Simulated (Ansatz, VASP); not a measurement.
TePb in VASP and in Ansatz

Contents of INCAR:

```
SYSTEM = TePb
PREC = Accurate
ENCUT = 500
EDIFF = 1E-6
ISMEAR = -1
SIGMA = 0.1
LREAL = .False.
LASPH = .True.
NELM = 120
ALGO = Normal
ISIF = 2
LWAVE = .False.
LCHARG = .False.
GGA = PE
NBANDS = 17
GGA_COMPAT = .False.
```

The input KPOINTS:

```
Automatic mesh
0
Gamma
  6 6 6
  0 0 0
```

Contents of POSCAR:

```
TePb
1.0
    0.0000000000      3.2407309758      3.2407309758
    3.2407309758      0.0000000000      3.2407309758
    3.2407309758      3.2407309758      0.0000000000
Pb Te
1 1
Direct
    0.0000000000      0.0000000000      0.0000000000
    0.5000000000      0.5000000000      0.5000000000
```

Input for Ansatz:

```yaml
crystal:
  lattice:
  - [0, 3.2407309758, 3.2407309758]
  - [3.2407309758, 0, 3.2407309758]
  - [3.2407309758, 3.2407309758, 0]
  atoms:
  - symbol: Pb
    position: [0, 0, 0]
  - symbol: Te
    position: [0.5, 0.5, 0.5]
kpoints:
  mp_grid:
    grid: [6, 6, 6]
    shift: [0, 0, 0]
hamiltonian:
  xc: pbe
  dispersion: none
  pseudopotentials:
    kind: all_electron
    lapw: {}
    relativity: scalar
magnetization: {spin_polarized: false}
scf:
  occupations: {method: fermi_dirac, width: 0.1}
output: {forces: true, stress: true}
```

Alike in both runs: task single point; functional PBE; k mesh 6 × 6 × 6; occupations fermi-dirac, width 0.1 eV; no spin polarisation.

```csv
,VASP,Ansatz
version,VASP 6.6.1,Ansatz 0.2 development build
potentials or method,"VASP PAW PBE potentials, release 64 (Pb_d, Te), cutoff 500 eV","all-electron full-potential LAPW, scalar-relativistic"
```

VASP gave:

```
pressure (GPa) : 1.6
```

Estimate Ansatz's values.

pressure (GPa): 1.7.

Ansatz ran all-electron here, and VASP with PAW potentials.

Neither program's run includes spin-orbit coupling.
